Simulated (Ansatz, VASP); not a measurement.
One calculation of HfN, two programs

```
CELL_PARAMETERS angstrom
0.00000 2.27390 2.27390
2.27390 0.00000 2.27390
2.27390 2.27390 0.00000
ATOMIC_POSITIONS crystal
Hf 0.00000 0.00000 0.00000
N 0.50000 0.50000 0.50000
```

Alike in both runs: task relaxation of cell and atoms; functional PBE; k mesh 16 × 16 × 16; occupations fermi-dirac, width 0.15 eV; no spin polarisation.

|  | VASP | Ansatz |
| --- | --- | --- |
| version | VASP 6.6.1 | Ansatz 0.2.0 |
| potentials or method | VASP PAW PBE potentials, release 64 (Hf_pv, N), cutoff 600 eV | scalar-relativistic, plane waves, PAW |
| valence electrons in the cell | 15 | 31 |

VASP gave:

```
gap on the k mesh at the Fermi level, each at its own relaxed structure (eV) : none
relaxed volume (Å³/atom)                                                     : 11.66
relaxed length of the cell vector where the two differ most in proportion (Å)              : 3.207
```

Task: Which values does Ansatz return?

Result: gap on the k mesh at the Fermi level, each at its own relaxed structure (eV): none; relaxed volume (Å³/atom): 11.76; relaxed length of the cell vector where the two differ most in proportion (Å): 3.216.

A gap of «none» marks a metal or a gap that the smearing closes. VASP's potentials hold 15 valence electrons a cell and Ansatz's 31, so a difference there can come from the potentials and not from the codes.

Spin-orbit coupling is off throughout.
